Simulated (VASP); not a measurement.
## Ta2N: single point with PBEsol

Ta2N:

```xyz
3
Lattice="3.1612 0.0000 0.0000 -1.5806 2.7377 0.0000 0.0000 0.0000 4.3913" Properties=species:S:1:pos:R:3 pbc="T T T"
Ta    1.5806    0.9126    3.2775
Ta    0.0000    1.8251    1.1138
N     0.0000    0.0000    0.0000
```

| Property | Result |
| --- | --- |
| Program | VASP 6.6.1 |
| Task | single point |
| Functional | PBEsol |
| Potentials or basis | VASP PAW PBE potentials, release 64 (Ta_pv, N) |
| Cutoff | 520 eV |
| k mesh | 18 × 18 × 10 |
| Occupations | gaussian, width 0.15 eV |
| Spin | no spin polarisation |
| Dipole correction | no |
| Further INCAR settings | ALGO = Normal; EDIFF = 1e-07; NBANDS = 20 |

| Property | Result |
| --- | --- |
| Pressure | 15.8 GPa |
| Largest force | 0.639 eV/Å |
| Band gap on the k mesh | zero (an odd number of electrons rules out a gap without spin polarisation) |

Forces on the atoms (eV/Å):
```
Ta   0.000  0.000  0.639
Ta   0.000  0.000 -0.639
N    0.000  0.000  0.000
```

Stress tensor (GPa, compression positive):
```
 4.27  0.00  0.00
 0.00  4.27  0.00
 0.00  0.00 38.81
```

Levels at points of the mesh, in eV from the Fermi level:
| k point | band 11 | band 12 | band 13 | band 14 | band 15 | band 16 | band 17 | band 18 |
| --- | --- | --- | --- | --- | --- | --- | --- | --- |
| (0.00, 0.00, 0.00) | -4.45 | -0.39 | -0.39 | -0.09 | -0.09 | 0.47 | 0.59 | 1.45 |
| (0.50, 0.00, 0.00) | -4.77 | -2.78 | -1.32 | 1.22 | 3.19 | 4.11 | 4.14 | 4.20 |
| (0.00, 0.00, 0.50) | -1.97 | -1.79 | -1.71 | -1.71 | 2.19 | 2.55 | 2.94 | 2.94 |
| (0.50, 0.00, 0.50) | -2.91 | -2.08 | -1.95 | 0.51 | 0.55 | 2.73 | 3.16 | 3.91 |

Run time: 2.7 min on 1 thread of Intel(R) Xeon(R) Platinum 8488C (Sapphire Rapids) (shared host), peak memory 0.34 GiB.

Caveat: the stress differs along the axes, from 4 to 39 GPa; the PAW data sets were made with another functional, which shifts forces and pressure a little; spin-orbit coupling is left out, which moves the levels of the heavy elements.
